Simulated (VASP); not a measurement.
Input of a VASP 6.6.1 run:

File INCAR:

```
SYSTEM = MgO
  PREC = Accurate
  ENCUT = 600
  EDIFF = 1E-6
  ISMEAR = 0
  SIGMA = 0.1
  LREAL = .False.
  LASPH = .True.
  NELM = 120
  ALGO = Normal
  ISIF = 2
  LWAVE = .False.
  LCHARG = .False.
  NBANDS = 11
  GGA_COMPAT = .False.
```

The input KPOINTS:

```
Automatic mesh
0
Gamma
  8 8 8
  0 0 0
```

File POSCAR:

```
MgO
1.0
    0.0000000000      2.1085000000      2.1085000000
    2.1085000000      0.0000000000      2.1085000000
    2.1085000000      2.1085000000      0.0000000000
Mg O
1 1
Direct
    0.0000000000      0.0000000000      0.0000000000
    0.5000000000      0.5000000000      0.5000000000
```

Potentials or basis: VASP PAW LDA potentials, release 64 (Mg, O).

Launch:

```bash
$ cat potpaw_LDA.64/Mg/POTCAR potpaw_LDA.64/O/POTCAR > POTCAR
$ mpirun -np 1 vasp_std > vasp.out
```

Problem. Predict the band gap on the k mesh.

Solution. 4.62 eV, direct.

Problem. What does it give for the pressure?

Solution. -8.5 GPa.

Expect the measured gap to be larger: semilocal functionals such as LDA lack the derivative discontinuity.
